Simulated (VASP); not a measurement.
Crystal: SiC3.

```
Si C
1.0
     2.69624    0.00000    0.00000
    -1.34812    2.33501    0.00000
     0.00000    0.00000    8.51977
Si C
1 3
Direct
  0.33333 0.66667 0.00000
  0.33333 0.66667 0.50000
  0.66667 0.33333 0.25000
  0.66667 0.33333 0.75000
```

| Item | Value |
| --- | --- |
| Program | VASP 6.6.1 |
| Task | relaxation of cell and atoms |
| Functional | PBE |
| Potentials or basis | VASP PAW PBE potentials, release 64 (Si, C) |
| Cutoff | 600 eV |
| k mesh | 6 × 6 × 2 |
| Occupations | gaussian, width 0.1 eV |
| Spin | no spin polarisation |

At the start: pressure -24.0 GPa; volume 13.41 Å³/atom.

Question: How do energy, volume and symmetry change on relaxing?

Answer: Over 26 steps the energy falls by 1738.6 meV/atom and the volume is 7.56 Å³/atom (-43.6 %); space group P-6m2 (No. 187, to 0.05 Å).

The path:
| step | energy change (eV) | largest force (eV/Å) | pressure (GPa) | volume (Å³) |
| --- | --- | --- | --- | --- |
| 1 | 0.0000 | 0.1135 | -24.04 | 53.64 |
| 2 | -2.1018 | 0.3189 | -11.65 | 39.42 |
| 3 | -2.4624 | 0.3801 | 0.25 | 34.92 |
| 4 | -1.9210 | 1.8058 | 56.66 | 26.92 |
| 5 | -2.5013 | 0.5064 | 6.49 | 33.50 |
| 6 | -3.8269 | 1.1347 | 4.46 | 31.83 |
| 7 | -6.2308 | 2.2514 | 19.10 | 28.67 |
| 8 | 10.0315 | 9.4144 | 440.35 | 19.34 |
| 9 | -6.0335 | 2.9836 | 30.20 | 28.12 |
| 10 | -3.3917 | 3.0175 | 101.28 | 24.18 |
| 11 | -6.3019 | 2.8700 | 40.42 | 27.19 |
| 12 | -6.2641 | 2.7608 | 45.95 | 26.79 |
| 13 | -6.3478 | 1.0853 | 36.41 | 27.38 |
| 14 | -6.3819 | 1.6970 | 39.26 | 27.18 |
| 15 | -6.6311 | 1.3257 | 26.63 | 28.05 |
| 16 | -6.9146 | 0.5518 | 3.09 | 30.23 |
| 17 | -6.9237 | 0.4796 | -0.61 | 30.66 |
| 18 | -6.9241 | 0.4682 | -1.43 | 30.76 |
| 19 | -6.9289 | 0.4063 | -1.27 | 30.71 |
| 20 | -6.9390 | 0.2089 | -0.68 | 30.55 |
| 21 | -6.9374 | 0.2727 | 0.81 | 30.23 |
| 22 | -6.9422 | 0.0175 | -0.09 | 30.41 |
| 23 | -6.9470 | 0.0021 | 0.11 | 30.36 |
| 24 | -6.9538 | 0.0751 | 0.63 | 30.20 |
| 25 | -6.9538 | 0.0842 | 0.67 | 30.18 |
| 26 | -6.9543 | 0.0391 | 0.28 | 30.24 |

Final structure:
```
Si C
1.0
     2.72727    0.00000    0.00000
    -1.36363    2.36188    0.00000
     0.00000    0.00000    4.69433
Si C
1 3
Direct
  0.33333 0.66667 0.00000
  0.33333 0.66667 0.50000
  0.66667 0.33333 0.27757
  0.66667 0.33333 0.72243
```

Caveat: the k points lie up to 0.67 Å⁻¹ apart in the final cell; the volume moved by over 15 % at a fixed basis, so the end points are rough.
